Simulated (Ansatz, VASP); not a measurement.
One calculation of Ge, two programs

```
Ge
1.0
     0.00000    2.82877    2.82877
     2.82877    0.00000    2.82877
     2.82877    2.82877    0.00000
Ge
2
Direct
  0.50000 0.50000 0.50000
  0.75000 0.75000 0.75000
```

Alike in both runs: task relaxation of cell and atoms; functional LDA; k mesh 14 × 14 × 14; occupations gaussian, width 0.1 eV; no spin polarisation.

|  | VASP | Ansatz |
| --- | --- | --- |
| version | VASP 6.6.1 | Ansatz 0.2.0 |
| potentials or method | VASP PAW LDA potentials, release 64 (Ge_d), cutoff 600 eV | scalar-relativistic, plane waves, PAW |
| valence electrons in the cell | 28 | 28 |

|  | VASP | Ansatz | Ansatz less VASP |
| --- | --- | --- | --- |
| gap on the k mesh at the Fermi level, each at its own relaxed structure (eV) | none | none | - |
| relaxed volume (Å³/atom) | 22.26 | 22.21 | -0.051 |
| relaxed cell length with the largest relative difference (Å) | 3.978 | 3.975 | -0.0030 |

LDA's correlation is that of Perdew and Zunger in VASP and of Perdew and Wang (1992) in Ansatz. A gap of «none» marks a metal or a gap that the smearing closes.
